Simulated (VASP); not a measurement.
A run of VASP 6.6.1:

File INCAR:

```
SYSTEM = Si2Ni
PREC = Accurate
ENCUT = 520
EDIFF = 1E-6
ISMEAR = 0
SIGMA = 0.15
LREAL = .False.
LASPH = .True.
NELM = 150
ALGO = Normal
ISIF = 2
LWAVE = .False.
LCHARG = .False.
ISPIN = 2
MAGMOM = 0 0 1
LORBIT = 11
NUPDOWN = 1.0
LMAXMIX = 4
GGA = PE
NBANDS = 20
```

Contents of KPOINTS:

```
Automatic mesh
0
Gamma
  14 14 14
  0 0 0
```

POSCAR

```
Si2Ni
1.0
    0.0000000000      2.6095555680      2.6095555680
    2.6095555680      0.0000000000      2.6095555680
    2.6095555680      2.6095555680      0.0000000000
Si Ni
2 1
Direct
    0.2500000000      0.2500000000      0.2500000000
    0.7500000000      0.7500000000      0.7500000000
    0.0000000000      0.0000000000      0.0000000000
```

Potentials or basis: VASP PAW PBE potentials, release 64 (Si, Ni).

Launch:

```bash
$ cat potpaw_PBE.64/Si/POTCAR potpaw_PBE.64/Ni/POTCAR > POTCAR
$ mpirun -np 1 vasp_std > vasp.out
```

Hardware: 1 thread of Intel Xeon 8259CL, on a shared host.

Question: Estimate the wall time of this run.

Answer: It took 3.4 min on 1 thread of Intel Xeon 8259CL, on a shared host, peak memory 0.25 GiB. Counts: scf iterations 14, k points 104.
